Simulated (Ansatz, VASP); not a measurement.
# BeS in VASP and in Ansatz

```
Be S
1.0
     0.00000    2.36416    2.32647
     2.32647    0.00000    2.32647
     2.32647    2.36416    0.00000
Be S
1 1
Direct
  0.00000 0.00000 0.00000
  0.75000 0.75000 0.75000
```

Alike in both runs: task single point; functional PBEsol; k mesh 10 × 10 × 10; occupations gaussian, width 0.05 eV; no spin polarisation.

```csv
,VASP,Ansatz
version,VASP 6.6.1,Ansatz 0.2.0
potentials or method,"VASP PAW PBE potentials, release 64 (Be, S), cutoff 520 eV","scalar-relativistic, plane waves, PAW"
valence electrons in the cell,8,8
```

Ansatz gave:

| Property | Result |
| --- | --- |
| gap on the k mesh at the Fermi level (eV) | 2.57 |
| least direct gap on the mesh (eV) | 5.47 |
| pressure (GPa) | 11.9 |
| traceless stress, the component that is largest in VASP (GPa) | -1.11 |

Task: Estimate VASP's values.

Result: gap on the k mesh at the Fermi level (eV): 2.58; least direct gap on the mesh (eV): 5.50; pressure (GPa): 12.0; traceless stress, the component that is largest in VASP (GPa): -1.10.

VASP's potentials were made for PBE, not for PBEsol. The functional is the same, so the differences come from potentials, cutoffs and numerics.
